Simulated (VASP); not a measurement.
Input of a VASP 6.6.1 run:

The input INCAR:

```
SYSTEM = GaAs
ALGO = Normal ; EDIFF = 1E-6
ENCUT = 500 ; GGA = CA
GGA_COMPAT = .FALSE. ; ISIF = 2
ISMEAR = 0 ; LASPH = .TRUE.
LCHARG = .FALSE. ; LREAL = .FALSE.
LWAVE = .FALSE. ; NBANDS = 16
NELM = 120 ; PREC = Accurate
SIGMA = 0.1
```

The input KPOINTS:

```
k-points
0
G
  6 6 6
  0 0 0
```

POSCAR

```
GaAs
1.0
    0.0000000000      2.8762372529      2.8762372529
    2.8762372529      0.0000000000      2.8762372529
    2.8762372529      2.8762372529      0.0000000000
Ga As
1 1
Direct
    0.0000000000      0.0000000000      0.0000000000
    0.2500000000      0.2500000000      0.2500000000
```

Potentials or basis: VASP PAW LDA potentials, release 64 (Ga_d, As).

Run with:

```console
$ cat potpaw_LDA.64/Ga_d/POTCAR potpaw_LDA.64/As/POTCAR > POTCAR
$ mpirun -np 1 vasp_std > vasp.out
```

Question: What does it give for the band gap on the k mesh?

Answer: Zero (filled and empty bands touch).

Question: Estimate the pressure.

Answer: -4.5 GPa.
